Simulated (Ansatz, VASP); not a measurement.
**Two plane-wave programs on SiC**

The input INCAR:

```
PREC     = Accurate       # precision mode
ENCUT    = 600            # plane-wave cutoff, eV
EDIFF    = 1E-7           # SCF threshold, eV
ISMEAR   = 0              # smearing method
SIGMA    = 0.02           # smearing width, eV
LREAL    = False          # projectors in reciprocal space
LASPH    = True           # aspherical terms in the spheres
NELM     = 60             # most SCF steps
ALGO     = Normal         # electronic algorithm
ISIF     = 3              # what is computed and relaxed
LWAVE    = False          # write WAVECAR
LCHARG   = False          # write CHGCAR
GGA      = CA             # functional
IBRION   = 2              # ionic algorithm
NSW      = 100            # ionic steps
EDIFFG   = -0.005         # ionic threshold
```

KPOINTS

```
regular mesh
0
Gamma
  12 12 2
```

File POSCAR:

```
SiC
1.0
    3.0766210100      0.0000000000      0.0000000000
   -1.5383105100      2.6644319500      0.0000000000
    0.0000000000      0.0000000000     15.0980843200
Si C
6 6
Direct
    0.3333333300      0.6666666700      0.8329861500
    0.6666666700      0.3333333300      0.3329861500
    0.6666666700      0.3333333300      0.6665006000
    0.3333333300      0.6666666700      0.1665006000
    0.0000000000      0.0000000000      0.4997294200
    0.0000000000      0.0000000000      0.9997294200
    0.0000000000      0.0000000000      0.8743664100
    0.0000000000      0.0000000000      0.3743664100
    0.3333333300      0.6666666700      0.7079967800
    0.6666666700      0.3333333300      0.2079967800
    0.6666666700      0.3333333300      0.5415216400
    0.3333333300      0.6666666700      0.0415216400
```

Input for Ansatz:

```yaml
crystal:
  lattice:
    - [3.07662101, 0.0, 0.0]
    - [-1.53831051, 2.66443195, 0.0]
    - [0.0, 0.0, 15.09808432]
  atoms:
    - { symbol: Si, position: [0.33333333, 0.66666667, 0.83298615] }
    - { symbol: Si, position: [0.66666667, 0.33333333, 0.33298615] }
    - { symbol: Si, position: [0.66666667, 0.33333333, 0.6665006] }
    - { symbol: Si, position: [0.33333333, 0.66666667, 0.1665006] }
    - { symbol: Si, position: [0.0, 0.0, 0.49972942] }
    - { symbol: Si, position: [0.0, 0.0, 0.99972942] }
    - { symbol: C, position: [0.0, 0.0, 0.87436641] }
    - { symbol: C, position: [0.0, 0.0, 0.37436641] }
    - { symbol: C, position: [0.33333333, 0.66666667, 0.70799678] }
    - { symbol: C, position: [0.66666667, 0.33333333, 0.20799678] }
    - { symbol: C, position: [0.66666667, 0.33333333, 0.54152164] }
    - { symbol: C, position: [0.33333333, 0.66666667, 0.04152164] }
basis:
  ecutwfc: 420
kpoints:
  mp_grid: { grid: [12, 12, 2] }
hamiltonian:
  xc: lda
scf:
  occupations: { method: gaussian, width: 0.02 }
output:
  forces: true
  stress: true
  eigenvalues: true
relax:
  adjacent_minimum: "off"
  f_tol: 0.005
  max_steps: 80
  cell: { stress_tol: 0.05 }
```

Alike in both runs: task relaxation of cell and atoms; functional LDA; k mesh 12 × 12 × 2; occupations gaussian, width 0.02 eV; no spin polarisation.

|  | VASP | Ansatz |
| --- | --- | --- |
| version | VASP 6.6.1 | Ansatz 0.2.0 |
| potentials or method | VASP PAW LDA potentials, release 64 (Si, C), cutoff 600 eV | scalar-relativistic, plane waves, PAW |
| valence electrons in the cell | 48 | 48 |

VASP gave:

| Item | Value |
| --- | --- |
| gap on the k mesh at the Fermi level, each at its own relaxed structure (eV) | 1.97 |
| relaxed volume (Å³/atom) | 10.15 |
| relaxed length of the cell vector where the two differ most in proportion (Å) | 15.017 |

Task: What did Ansatz give for the same quantities?

Result: gap on the k mesh at the Fermi level, each at its own relaxed structure (eV): 1.98; relaxed volume (Å³/atom): 10.14; relaxed length of the cell vector where the two differ most in proportion (Å): 15.012.

LDA's correlation is that of Perdew and Zunger in VASP and of Perdew and Wang (1992) in Ansatz.
